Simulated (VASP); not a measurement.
Write the native input for VASP 6.6.1 that does the following.

```yaml
Task: single point
Functional: r2SCAN
Potentials_or_basis: VASP PAW PBE potentials, release 64 (Se, Pt)
Cutoff: 520 eV
k_mesh: 10 × 10 × 1
Occupations: gaussian, width 0.01 eV
Spin: no spin polarisation
Dipole_correction: yes
Further_INCAR_settings: ALGO = Normal; EDIFF = 1e-07; NBANDS = 43
```

System: PtSe2, a sheet with vacuum.

```
CELL_PARAMETERS angstrom
3.72700 0.00000 0.00000
-1.86350 3.22768 0.00000
0.00000 0.00000 30.80224
ATOMIC_POSITIONS crystal
Se 0.66667 0.33333 0.29219
Se 0.33333 0.66667 0.37732
Se 0.66667 0.33333 0.45747
Se 0.33333 0.66667 0.54253
Se 0.66667 0.33333 0.62268
Se 0.33333 0.66667 0.70781
Pt 0.00000 0.00000 0.33508
Pt 0.00000 0.00000 0.50000
Pt 0.00000 0.00000 0.66492
```

These files were run (other wordings do the same):

POSCAR

```
PtSe2
1.0
    3.7270000000      0.0000000000      0.0000000000
   -1.8635000000      3.2276766799      0.0000000000
    0.0000000000      0.0000000000     30.8022381200
Se Pt
6 3
Direct
    0.6666670000      0.3333330000      0.2921865601
    0.3333330000      0.6666670000      0.3773231099
    0.6666670000      0.3333330000      0.4574725987
    0.3333330000      0.6666670000      0.5425290362
    0.6666670000      0.3333330000      0.6226785250
    0.3333330000      0.6666670000      0.7078134399
    0.0000000000      1.0000000000      0.3350777369
    1.0000000000      0.0000000000      0.5000008175
    1.0000000000      0.0000000000      0.6649238981
```

INCAR.step1

```
SYSTEM = PtSe2
PREC     = Accurate       ! precision mode
ENCUT    = 520            ! plane-wave cutoff, eV
ISMEAR   = 0              ! smearing method
SIGMA    = 0.01           ! smearing width, eV
LREAL    = .FALSE.        ! projectors in reciprocal space
LASPH    = .TRUE.         ! aspherical terms in the spheres
NELM     = 100            ! most SCF steps
LDIPOL   = .TRUE.       
IDIPOL   = 3            
DIPOL    = 0.5 0.5 0.500
NBANDS   = 43             ! bands
GGA      = PE             ! functional
ALGO     = Normal         ! electronic algorithm
EDIFF    = 1E-4           ! SCF threshold, eV
LWAVE    = .TRUE.         ! write WAVECAR
LCHARG   = .FALSE.        ! write CHGCAR
```

INCAR.step2

```
SYSTEM = PtSe2
PREC     = Accurate       ! precision mode
ENCUT    = 520            ! plane-wave cutoff, eV
EDIFF    = 1E-7           ! SCF threshold, eV
ISMEAR   = 0              ! smearing method
SIGMA    = 0.01           ! smearing width, eV
LREAL    = .FALSE.        ! projectors in reciprocal space
LASPH    = .TRUE.         ! aspherical terms in the spheres
NELM     = 100            ! most SCF steps
ALGO     = Normal         ! electronic algorithm
ISIF     = 2              ! what is computed and relaxed
LWAVE    = .FALSE.        ! write WAVECAR
LCHARG   = .FALSE.        ! write CHGCAR
LDIPOL   = .TRUE.       
IDIPOL   = 3            
DIPOL    = 0.5 0.5 0.500
METAGGA  = R2SCAN         ! meta-GGA
LMIXTAU  = .TRUE.       
NBANDS   = 43             ! bands
ISTART   = 1
```

KPOINTS

```
regular mesh
0
G
  10 10 1
  0 0 0
```

Potentials or basis: VASP PAW PBE potentials, release 64 (Se, Pt).

Launch:

```console
$ cat potpaw_PBE.64/Se/POTCAR potpaw_PBE.64/Pt/POTCAR > POTCAR
$ cp INCAR.step1 INCAR
$ mpirun -np 1 vasp_std > vasp.out
$ cp INCAR.step2 INCAR
$ mpirun -np 1 vasp_std > vasp.out
```

It gave:

```
Largest force          : 0.274 eV/Å
Band gap on the k mesh : 0.24 eV (least direct gap 0.97 eV)
```

Caveat: the PAW data sets were made with another functional, which shifts forces and pressure a little; spin-orbit coupling is left out, which moves the levels of the heavy elements.

Wall time 38 min on 1 thread of Intel(R) Xeon(R) Platinum 8175M CPU @ 2.50GHz (Skylake/Cascade Lake), with other jobs on the host, peak memory 0.58 GiB.
